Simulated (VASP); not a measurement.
# InSe (R3m) in VASP: further runs

Runs on InSe. Level: LDA. Tasks: single point.

All numbers are computed with VASP 6.6.1; they aren't measurements. Logs are shortened: lines on timing, memory, paths and dates and some standing lists are left out, and cuts for length are marked.

**The experiment to reproduce.**

From “The Interaction of Hydrogen with the van der Waals Crystal γ-InSe”, 2020, pmc:7321205, for a bulk crystal of InSe at 300 K: band gap 1.25 eV.

How close the calculation comes is told below.

## Step 1: The cell of the first run

Symmetry: R3m, No. 160, trigonal system. Conventional cell: a = 4.000 Å, b = 4.000 Å, c = 25.320 Å, α = 90.00°, β = 90.00°, γ = 120.00°. Within 3.5 Å of In (site symmetry 3m) lie 3 Se at 2.63 Å and 1 In at 2.82 Å. Within 3.5 Å of In (site symmetry 3m) lie 3 Se at 2.64 Å and 1 In at 2.82 Å. Se (site symmetry 3m) has 3 In at 2.63 Å within 3.5 Å. Within 3.5 Å of Se (site symmetry 3m) lie 3 In at 2.64 Å.

## Step 2: Single point, LDA

File INCAR:

```
SYSTEM = InSe
PREC = Accurate ; ENCUT = 520
EDIFF = 1E-7 ; ISMEAR = 0
SIGMA = 0.02 ; LREAL = .False.
LASPH = .True. ; NELM = 60
ALGO = Normal ; ISIF = 2
LWAVE = .False. ; LCHARG = .True.
GGA = CA ; LELF = .True.
LVHAR = .True. ; NBANDS = 27
```

File KPOINTS:

```
regular mesh
0
Gamma
  8 8 8
  0 0 0
```

File POSCAR:

```
InSe
1.0
    2.0000000000      1.1547005384      8.4400000000
   -2.0000000000      1.1547005384      8.4400000000
    0.0000000000     -2.3094010768      8.4400000000
In Se
2 2
Direct
    0.8886000000      0.8886000000      0.8886000000
    0.0000000000      0.0000000000      0.0000000000
    0.1722949447      0.1722949447      0.1722949447
    0.3835000000      0.3835000000      0.3835000000
```

Potentials or basis: VASP PAW LDA potentials, release 64 (In_d, Se).

Launch:

```console
$ cat potpaw_LDA.64/In_d/POTCAR potpaw_LDA.64/Se/POTCAR > POTCAR
$ mpirun -np 1 vasp_std > vasp.out
```

OUTCAR:

```text
SYSTEM = InSe
   PREC = Accurate
   ENCUT = 520
   EDIFF = 1E-7
   ISMEAR = 0
   LREAL = .False.
   LASPH = .True.
   NELM = 60
   ISIF = 2
   GGA = CA

 ion  position               nearest neighbor table
   1  0.889  0.889  0.889-   3 2.63   3 2.63   3 2.63   2 2.82
   2  0.000  0.000  0.000-   4 2.64   4 2.64   4 2.64   1 2.82
   3  0.172  0.172  0.172-   1 2.63   1 2.63   1 2.63
   4  0.383  0.383  0.383-   2 2.64   2 2.64   2 2.64

  LATTYP: Found a trigonal (rhomboedric) cell.
 ALAT       =     8.7502533297
 COS(alpha) =     0.8955162542

  Lattice vectors:

 A1 = (   2.0000000000,   1.1547005384,   8.4400000000)
 A2 = (  -2.0000000000,   1.1547005384,   8.4400000000)
 A3 = (   0.0000000000,  -2.3094010768,   8.4400000000)

Analysis of symmetry for initial positions (statically):
=====================================================================
 Subroutine PRICEL returns:
 Original cell was already a primitive cell.

 Routine SETGRP: Setting up the symmetry group for a
 trigonal (rhombohedral) supercell.

 Subroutine GETGRP returns: Found  6 space group operations
 (whereof  6 operations were pure point group operations)
 out of a pool of 12 trial point group operations.

The static configuration has the point symmetry C_3v.

Analysis of symmetry for dynamics (positions and initial velocities):
=====================================================================
 Subroutine PRICEL returns:
 Original cell was already a primitive cell.

 Routine SETGRP: Setting up the symmetry group for a
 trigonal (rhombohedral) supercell.

 Subroutine GETGRP returns: Found  6 space group operations
 (whereof  6 operations were pure point group operations)
 out of a pool of 12 trial point group operations.

The dynamic configuration has the point symmetry C_3v.

 Subroutine INISYM returns: Found  6 space group operations
 (whereof  6 operations are pure point group operations),
 and found     1 'primitive' translations

----------------------------------------------------------------------------------------

                                     Primitive cell

  volume of cell :     116.9481

  direct lattice vectors                    reciprocal lattice vectors
     2.000000000  1.154700538  8.440000000     0.250000000  0.144337567  0.039494471
    -2.000000000  1.154700538  8.440000000    -0.250000000  0.144337567  0.039494471
     0.000000000 -2.309401077  8.440000000     0.000000000 -0.288675135  0.039494471

  length of vectors
     8.750253330  8.750253330  8.750253330     0.291364285  0.291364285  0.291364285

[... 82 lines left out ...]
   ENCUT  =  520.0 eV  38.22 Ry    6.18 a.u.  16.27 16.27 16.27*2*pi/ulx,y,z
   NELM   =     60;   NELMIN=  2; NELMDL= -5     # of ELM steps
   EDIFF  = 0.1E-06   stopping-criterion for ELM
   LREAL  =      F    real-space projection
   EDIFFG = 0.1E-05   stopping-criterion for IOM
   NSW    =      0    number of steps for IOM
   IBRION =     -1    ionic relax: 0-MD 1-quasi-New 2-CG
   NFREE  =      0    steps in history (QN), initial steepest desc. (CG)
   ISIF   =      2    stress and relaxation
   ISYM   =      2    0-nonsym 1-usesym 2-fastsym
   POTIM  = 0.5000    time-step for ionic-motion
   TEBEG  =    0.0;   TEEND  =   0.0 temperature during run
   PSTRESS=    0.0 pullay stress
   NELECT =      38.0000    total number of electrons
   NUPDOWN=      -1.0000    fix difference up-down
   EMIN   =  10.00;   EMAX   =-10.00  energy-range for DOS
   EFERMI =   0.00;   METHOD = LEGACY
   ISMEAR =     0;   SIGMA  =   0.02  broadening in eV -4-tet -1-fermi 0-gaus
   EFERMI_NEDOS =   21; number of points for ismear=-14 and -15
   IALGO  =     38    algorithm
   IMIX   =      4    mixing-type and parameters
     AMIX     =   0.40;   BMIX     =  1.00
     AMIX_MAG =   1.60;   BMIX_MAG =  1.00
  volume/ion in A,a.u.               =      29.24       197.30
  Fermi-wavevector in a.u.,A,eV,Ry     =   1.125481  2.126852 17.234615  1.266709
  Thomas-Fermi vector in A             =   2.262159
   LORBIT       =      0    0 simple, 1 ext, 2 COOP (PROOUT), +10 PAW based schemes
   GGA     = CA    functional components
   LHFCALC =     F    Hartree Fock is set to
   AEXX    =    0.0000 exact exchange contribution
   IVDW    =     0    specifies the selected vdW correction
   LEPSILON=     F    determine dielectric tensor
   LRPA    =     F    only Hartree local field effects (RPA)
 non-spin polarized calculation
 Gauss-broadening in eV      SIGMA  =   0.02
  energy-cutoff  :      520.00
  volume of cell :      116.95
 maximum number of plane-waves:      3176
 NGX is ok and might be reduce to    70
   NGX = 33   NGY = 33   NGZ = 33

 number of electron      37.9999998 magnetization

 Free energy of the ion-electron system (eV)
  ---------------------------------------------------
  ext. energy  EPLUGINS =         0.00000000
  ---------------------------------------------------
  free energy    TOTEN  =       -16.64248352 eV

  energy without entropy =      -16.64248352  energy(sigma->0) =      -16.64248352

 E-fermi :   4.0675     XC(G=0):  -9.2556

 val. band max:        3.9534486192   @ k =   0.5000   0.5000   0.5000
 cond. band min:       4.1753891815   @ k =   0.5000   0.5000   0.5000
 fundamental gap:      0.2219405623
 Fermi energy:         4.0674565673

 k-point     1 :       0.0000    0.0000    0.0000
  band No.  band energies     occupation
      1     -10.7987      2.00000
      2     -10.6253      2.00000
      3     -10.6253      2.00000
      4     -10.5501      2.00000
      5     -10.5501      2.00000
      6     -10.5238      2.00000
[... 709 lines left out ...]
     26      10.2935      0.00000
     27      10.7033      0.00000

 [... further k-points ...]
[... 5 lines left out ...]
  --------------------------------------------------------------------------------------
  -------------------------------------------------------------------------------------
  Total       -0.6423740     -0.6423740     -1.5073958      0.0000000      0.0000000      0.0000000
  in kB       -8.8004624     -8.8004624    -20.6511779      0.0000000      0.0000000      0.0000000
  external PRESSURE =     -12.7507009 kB  Pullay stress =       0.0000000 kB

 VOLUME and BASIS-vectors are now :
 -----------------------------------------------------------------------------
  energy-cutoff  :      520.00
  volume of cell :      116.95
      direct lattice vectors                 reciprocal lattice vectors
     2.000000000  1.154700538  8.440000000     0.250000000  0.144337567  0.039494471
    -2.000000000  1.154700538  8.440000000    -0.250000000  0.144337567  0.039494471
     0.000000000 -2.309401077  8.440000000     0.000000000 -0.288675135  0.039494471

 POSITION                                       TOTAL-FORCE (eV/Angst)
 -----------------------------------------------------------------------------------
      0.00000      0.00000     22.49935         0.000000      0.000000      0.314709
      0.00000      0.00000      0.00000         0.000000     -0.000000     -0.235739
      0.00000      0.00000      4.36251         0.000000     -0.000000     -0.030165
      0.00000      0.00000      9.71022         0.000000     -0.000000     -0.048805
 -----------------------------------------------------------------------------------
    total drift:                                0.000000      0.000000      0.000266

  FREE ENERGIE OF THE ION-ELECTRON SYSTEM (eV)
  ---------------------------------------------------
  free  energy   TOTEN  =       -16.6424835237 eV

  energy  without entropy=      -16.6424835237  energy(sigma->0) =      -16.64248352
```

OSZICAR:

```text
N       E                     dE             d eps       ncg     rms          rms(c)
DAV:   1     0.335354347100E+03    0.33535E+03   -0.17131E+04  3510   0.154E+03
DAV:   2     0.233099470240E+02   -0.31204E+03   -0.30268E+03  3526   0.383E+02
DAV:   3    -0.152950683698E+02   -0.38605E+02   -0.37974E+02  4454   0.145E+02
DAV:   4    -0.170661363291E+02   -0.17711E+01   -0.17659E+01  4204   0.321E+01
DAV:   5    -0.171399134308E+02   -0.73777E-01   -0.73763E-01  5354   0.638E+00    0.689E+00
DAV:   6    -0.166898077946E+02    0.45011E+00   -0.81386E-01  4934   0.147E+01    0.419E+00
DAV:   7    -0.166490310291E+02    0.40777E-01   -0.32033E-01  4759   0.391E+00    0.109E+00
DAV:   8    -0.166432359529E+02    0.57951E-02   -0.27887E-02  5426   0.185E+00    0.549E-01
DAV:   9    -0.166424518779E+02    0.78408E-03   -0.46730E-03  4475   0.476E-01    0.142E-01
DAV:  10    -0.166424738495E+02   -0.21972E-04   -0.28572E-04  4913   0.117E-01    0.835E-02
DAV:  11    -0.166424869718E+02   -0.13122E-04   -0.50870E-05  4795   0.709E-02    0.183E-02
DAV:  12    -0.166424829811E+02    0.39907E-05   -0.11724E-05  4815   0.333E-02    0.132E-02
DAV:  13    -0.166424834709E+02   -0.48980E-06   -0.23025E-06  4435   0.795E-03    0.593E-03
DAV:  14    -0.166424835237E+02   -0.52825E-07   -0.59882E-07  4012   0.930E-03
   1 F= -.16642484E+02 E0= -.16642484E+02  d E =-.512422E-17
```

stdout:

```text
POSCAR found type information on POSCAR InSe
 POSCAR found :  2 types and       4 ions
 scaLAPACK will be used
 LDA part: xc-table for (Slater(with rela. corr.)+CA(PZ))
 , standard interpolation
 POSCAR, INCAR and KPOINTS ok, starting setup
 FFT: planning ... GRIDC
 FFT: planning ... GRID_SOFT
 FFT: planning ... GRID
 WAVECAR not read
 entering main loop
```

Run time: 8.7 min. Hardware: 1 thread of AMD EPYC 9R45 (Zen 5), shared host; peak memory 0.56 GiB.

What came out:

```
Free energy            : -16.6425 eV
Pressure               : -1.3 GPa
Largest force          : 0.315 eV/Å
Band gap on the k mesh : 0.22 eV, direct
```

Forces on the atoms (eV/Å):
```
In   0.000  0.000  0.315
In   0.000  0.000 -0.236
Se   0.000  0.000 -0.030
Se   0.000  0.000 -0.049
```

Caveat: spin-orbit coupling is left out, which moves the levels of the heavy elements.

## Step 3: Single point, LDA

File INCAR:

```
SYSTEM = InSe
ALGO = Normal
EDIFF = 1E-6
ENCUT = 520
GGA = CA
ISIF = 2
ISMEAR = 0
LASPH = .True.
LCHARG = .False.
LREAL = .False.
LWAVE = .False.
NBANDS = 27
NELM = 100
PREC = Accurate
SIGMA = 0.02
```

File KPOINTS:

```
k-points
0
Gamma
  8 8 8
  0 0 0
```

POSCAR, as its differences from that of step 2:

```diff
@@ -10,3 +10,3 @@
     0.0000000000      0.0000000000      0.0000000000
-    0.1722949447      0.1722949447      0.1722949447
+    0.1715050553      0.1715050553      0.1715050553
     0.3835000000      0.3835000000      0.3835000000
```

Potentials or basis: VASP PAW LDA potentials, release 64 (In_d, Se).

Launch:

```console
$ cat potpaw_LDA.64/In_d/POTCAR potpaw_LDA.64/Se/POTCAR > POTCAR
$ mpirun -np 1 vasp_std > vasp.out
```

OUTCAR:

```text
SYSTEM = InSe
   EDIFF = 1E-6
   ENCUT = 520
   GGA = CA
   ISIF = 2
   ISMEAR = 0
   LASPH = .True.
   LREAL = .False.
   NELM = 100
   PREC = Accurate

 ion  position               nearest neighbor table
   1  0.889  0.889  0.889-   3 2.64   3 2.64   3 2.64   2 2.82
   2  0.000  0.000  0.000-   4 2.64   4 2.64   4 2.64   1 2.82
   3  0.172  0.172  0.172-   1 2.64   1 2.64   1 2.64
   4  0.383  0.383  0.383-   2 2.64   2 2.64   2 2.64

  LATTYP: Found a trigonal (rhomboedric) cell.
 ALAT       =     8.7502533297
[... 911 lines left out ...]
     26      10.2820      0.00000
     27      10.7268      0.00000

 [... further k-points ...]
[... 5 lines left out ...]
  --------------------------------------------------------------------------------------
  -------------------------------------------------------------------------------------
  Total       -0.7709069     -0.7709069     -1.6589413      0.0000000      0.0000000      0.0000000
  in kB      -10.5613502    -10.5613502    -22.7273368      0.0000000      0.0000000      0.0000000
  external PRESSURE =     -14.6166791 kB  Pullay stress =       0.0000000 kB

 VOLUME and BASIS-vectors are now :
 -----------------------------------------------------------------------------
  energy-cutoff  :      520.00
  volume of cell :      116.95
      direct lattice vectors                 reciprocal lattice vectors
     2.000000000  1.154700538  8.440000000     0.250000000  0.144337567  0.039494471
    -2.000000000  1.154700538  8.440000000    -0.250000000  0.144337567  0.039494471
     0.000000000 -2.309401077  8.440000000     0.000000000 -0.288675135  0.039494471

 POSITION                                       TOTAL-FORCE (eV/Angst)
 -----------------------------------------------------------------------------------
      0.00000      0.00000     22.49935         0.000000     -0.000000      0.191504
      0.00000      0.00000      0.00000         0.000000      0.000000     -0.235083
      0.00000      0.00000      4.34251         0.000000      0.000000      0.098376
      0.00000      0.00000      9.71022         0.000000      0.000000     -0.054797
 -----------------------------------------------------------------------------------
    total drift:                               -0.000000      0.000000      0.000127

  FREE ENERGIE OF THE ION-ELECTRON SYSTEM (eV)
  ---------------------------------------------------
  free  energy   TOTEN  =       -16.6418033353 eV

  energy  without entropy=      -16.6418033353  energy(sigma->0) =      -16.64180334
```

Run time: 8 min. Hardware: 1 thread of AMD EPYC 9R45 (Zen 5), shared host; peak memory 0.55 GiB.

Results:

* Free energy: -16.6418 eV
* Pressure: -1.5 GPa
* Largest force: 0.235 eV/Å
* Band gap on the k mesh: 0.23 eV, direct

Forces in eV/Å, atoms in the order of the input:
```
In   0.000  0.000  0.192
In   0.000  0.000 -0.235
Se   0.000  0.000  0.098
Se   0.000  0.000 -0.055
```

Stress tensor (GPa, compression positive):
```
-1.06  0.00  0.00
 0.00 -1.06  0.00
 0.00  0.00 -2.27
```

Caveat: spin-orbit coupling is left out, which moves the levels of the heavy elements.

## Step 4: Single point, LDA

File INCAR:

```
SYSTEM = InSe
PREC = Accurate
ENCUT = 520
EDIFF = 1E-7
ISMEAR = 0
SIGMA = 0.02
LREAL = .FALSE.
LASPH = .TRUE.
NELM = 60
ALGO = Normal
ISIF = 2
LWAVE = .FALSE.
LCHARG = .FALSE.
GGA = CA
NBANDS = 27
```

File KPOINTS:

```
Automatic mesh
0
G
  8 8 8
  0 0 0
```

POSCAR, as its differences from that of step 3:

```diff
@@ -10,3 +10,3 @@
     0.0000000000      0.0000000000      0.0000000000
-    0.1715050553      0.1715050553      0.1715050553
+    0.1719000000      0.1719000000      0.1719000000
     0.3835000000      0.3835000000      0.3835000000
```

Launch:

```console
$ cat potpaw_LDA.64/In_d/POTCAR potpaw_LDA.64/Se/POTCAR > POTCAR
$ mpirun -np 1 vasp_std > vasp.out
```

It took 8.7 min on 1 thread of AMD EPYC 9R45 (Zen 5), shared host; peak memory 0.55 GiB.

It converged, with:

- Free energy: -16.6425 eV
- Pressure: -1.4 GPa
- Largest force: 0.253 eV/Å
- Band gap on the k mesh: 0.23 eV, direct

Forces on the atoms (eV/Å):
```
In   0.000  0.000  0.253
In   0.000  0.000 -0.235
Se   0.000  0.000  0.034
Se   0.000  0.000 -0.052
```

Stress tensor (GPa, compression positive):
```
-0.98  0.00  0.00
 0.00 -0.98  0.00
 0.00  0.00 -2.18
```

Levels at points of the mesh, in eV from the valence-band top:
| k point | band 16 | band 17 | band 18 | band 19 | band 20 | band 21 | band 22 | band 23 |
| --- | --- | --- | --- | --- | --- | --- | --- | --- |
| (0.00, 0.00, 0.00) | -1.31 | -1.31 | -1.21 | -1.21 | 1.56 | 1.92 | 4.30 | 4.30 |
| (0.50, 0.00, 0.00) | -2.41 | -2.36 | -2.25 | -1.70 | 1.09 | 1.84 | 3.51 | 3.87 |
| (0.50, 0.50, 0.00) | -2.68 | -2.52 | -2.07 | -1.53 | 1.03 | 1.88 | 3.16 | 3.50 |
| (0.50, 0.50, 0.50) | -1.38 | -1.14 | -1.14 | 0.00 | 0.23 | 1.99 | 4.22 | 4.22 |

Caveat: spin-orbit coupling is left out, which moves the levels of the heavy elements.

## Step 5: How close it comes

Step 2. Against the measured gap of InSe, 1.25 eV (300 K; “The Interaction of Hydrogen with the van der Waals Crystal γ-InSe”, 2020, pmc:7321205), the calculated 0.22 eV is off by -1.03 eV. So large a miss can be the level of theory's own, or it may mean another phase, state or a wrong row. Spin-orbit coupling on In, Se is left out. The value is that of LDA on a finite k mesh, which can miss the band edges, without temperature or zero-point motion. Semilocal functionals fall short of measured gaps as a rule.

Step 3. A measured gap of InSe is 1.25 eV (300 K; “The Interaction of Hydrogen with the van der Waals Crystal γ-InSe”, 2020, pmc:7321205); the calculated 0.23 eV misses it by -1.02 eV. So large a miss can be the level of theory's own, or it may mean another phase, state or a wrong row. Spin-orbit coupling on In, Se is left out. The value is that of LDA on a finite k mesh, which can miss the band edges, without temperature or zero-point motion. Semilocal functionals fall short of measured gaps as a rule.

Step 4. A measured gap of InSe is 1.25 eV (300 K; “The Interaction of Hydrogen with the van der Waals Crystal γ-InSe”, 2020, pmc:7321205); the calculated 0.23 eV misses it by -1.02 eV. So large a miss can be the level of theory's own, or it may mean another phase, state or a wrong row. Spin-orbit coupling on In, Se is left out. The value is that of LDA on a finite k mesh, which can miss the band edges, without temperature or zero-point motion. Semilocal functionals fall short of measured gaps as a rule.
